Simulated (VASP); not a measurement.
Runs of VASP 6.6.1 on Fe. The structure is that of space group P6_3/mmc (No. 194), or close to it. The cells are those of the table. 

```tsv
potentials or basis	spin	cell	k mesh	cutoff (eV)	smearing	second run	gap on the mesh (eV)	pressure (GPa)
VASP PAW PBE potentials, release 64 (Fe)	off	a = 2.479, b = 2.479, c = 3.920 Å, angles 90.0, 90.0, 120.0°, 2 atoms	14 × 14 × 8	520	fermi-dirac 0.1 eV	-	none	-0.5
VASP PAW PBE potentials, release 64 (Fe)	off	a = 2.411, b = 2.411, c = 3.813 Å, angles 90.0, 90.0, 120.0°, 2 atoms	16 × 16 × 9	520	fermi-dirac 0.1 eV	-	none	26.2
VASP PAW PBE potentials, release 64 (Fe)	off	a = 2.479, b = 2.479, c = 3.920 Å, angles 90.0, 90.0, 120.0°, 2 atoms	24 × 24 × 13	520	fermi-dirac 0.1 eV	-	none	-0.5
VASP PAW PBE potentials, release 64 (Fe)	off	a = 2.479, b = 2.479, c = 3.920 Å, angles 90.0, 90.0, 120.0°, 2 atoms	16 × 16 × 9	520	fermi-dirac 0.1 eV	-	none	-0.5
VASP PAW PBE potentials, release 64 (Fe)	off	a = 2.512, b = 2.512, c = 3.972 Å, angles 90.0, 90.0, 120.0°, 2 atoms	16 × 16 × 9	520	fermi-dirac 0.1 eV	-	none	-10.0
VASP PAW PBE potentials, release 64 (Fe)	off	a = 2.445, b = 2.445, c = 3.868 Å, angles 90.0, 90.0, 120.0°, 2 atoms	16 × 16 × 9	520	fermi-dirac 0.1 eV	-	none	(c)
VASP PAW PBE potentials, release 64 (Fe)	collinear, antiferromagnetic start	a = 2.479, b = 2.479, c = 3.916 Å, angles 90.0, 90.0, 120.0°, 2 atoms	14 × 14 × 8	520	fermi-dirac 0.05 eV	-	none	-0.5
VASP PAW PBE potentials, release 64 (Fe)	off	a = 2.375, b = 2.375, c = 3.757 Å, angles 90.0, 90.0, 120.0°, 2 atoms	16 × 16 × 9	520	fermi-dirac 0.1 eV	-	none	44.9
VASP PAW PBE potentials, release 64 (Fe)	off	a = 2.543, b = 2.543, c = 4.022 Å, angles 90.0, 90.0, 120.0°, 2 atoms	16 × 16 × 9	520	fermi-dirac 0.1 eV	-	none	(a)
VASP PAW PBE potentials, release 64 (Fe)	off	a = 2.574, b = 2.574, c = 4.071 Å, angles 90.0, 90.0, 120.0°, 2 atoms	16 × 16 × 9	520	fermi-dirac 0.1 eV	-	none	-23.4
VASP PAW PBE potentials, release 64 (Fe_sv)	off	a = 2.375, b = 2.375, c = 3.757 Å, angles 90.0, 90.0, 120.0°, 2 atoms	16 × 16 × 9	600	fermi-dirac 0.1 eV	valence_matched	none	41.2
VASP PAW PBE potentials, release 64 (Fe_sv)	off	a = 2.411, b = 2.411, c = 3.813 Å, angles 90.0, 90.0, 120.0°, 2 atoms	16 × 16 × 9	600	fermi-dirac 0.1 eV	valence_matched	none	(b)
```

Alike in all rows: task single point; level RPBE.

Q: Fill in the values left out.

A: (a) -17.4; (b) 22.5; (c) 11.3.

Caveats: the PAW data sets were made with another functional, which shifts forces and pressure a little.

A gap of «none» marks levels without a gap at the run's occupations.

The runs don't all hold the same shells in valence.
